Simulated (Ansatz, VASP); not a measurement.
One calculation of LiH, two programs

```
Li H
1.0
     0.00000    1.99847    1.99847
     1.99847    0.00000    1.99847
     1.99847    1.99847    0.00000
Li H
1 1
Direct
  0.00000 0.00000 0.00000
  0.50000 0.50000 0.50000
```

Alike in both runs: task single point; functional PBEsol; k mesh 8 × 8 × 8; occupations methfessel-paxton of order 1, width 0.001 eV; no spin polarisation.

|  | VASP | Ansatz |
| --- | --- | --- |
| version | VASP 6.6.1 | Ansatz 0.2.0 |
| potentials or method | VASP PAW PBE potentials, release 64 (Li_sv, H) | plane waves |
| plane-wave cutoff (eV) | 520 | 420 |
| valence electrons in the cell | 4 | 4 |

```csv
,VASP,Ansatz,Ansatz less VASP
gap on the k mesh at the Fermi level (eV),2.74,2.74,-0.001
```

VASP's potentials were made for PBE, not for PBEsol.

Noted on VASP's run: the cutoff is short for stress, so the pressure is rough.
